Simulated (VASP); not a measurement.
# TiAl3: single point with PBE

TiAl3:

```
Ti Al
1.0
    -1.92267    1.92267    4.65632
     1.92267   -1.92267    4.65632
     1.92267    1.92267   -4.65632
Ti Al
1 3
Direct
  0.00000 0.00000 0.00000
  0.50000 0.50000 0.00000
  0.75000 0.25000 0.50000
  0.25000 0.75000 0.50000
```

This cell differs from its parent crystal: strain +0.000 along x and y, +0.080 along z.

```
Program             : VASP 6.6.1
Task                : single point
Functional          : PBE
Potentials or basis : VASP PAW PBE potentials, release 64 (Ti_sv, Al)
Cutoff              : 520 eV
k mesh              : 18 × 18 × 18
Occupations         : gaussian, width 0.15 eV
Spin                : no spin polarisation
```

```yaml
Pressure: -6.2 GPa
Band_gap_on_the_k_mesh: zero (an odd number of electrons rules out a gap without spin polarisation)
```

Stress tensor (GPa, compression positive):
```
 -2.37   0.00   0.00
  0.00  -2.37   0.00
  0.00   0.00 -13.76
```

Levels at points of the mesh, in eV from the Fermi level:
| k point | band 9 | band 10 | band 11 | band 12 | band 13 | band 14 |
| --- | --- | --- | --- | --- | --- | --- |
| (0.00, 0.00, 0.00) | -0.89 | -0.89 | 0.83 | 1.94 | 1.94 | 2.29 |
| (0.50, 0.00, 0.00) | -0.81 | -0.44 | 0.61 | 1.75 | 2.29 | 2.36 |
| (0.50, 0.50, 0.00) | -2.45 | -2.32 | -1.02 | 1.67 | 1.88 | 2.16 |
| (0.50, 0.50, 0.50) | -0.55 | -0.29 | 0.73 | 0.73 | 0.88 | 2.85 |

Run time: 15 min on 1 thread of Intel(R) Xeon(R) 6975P-C (Granite Rapids), on a shared host, peak memory 0.69 GiB.

Caveat: the cell differs from its parent crystal (strain +0.000 along x and y, +0.080 along z); the stress differs along the axes, from -14 to -2 GPa.
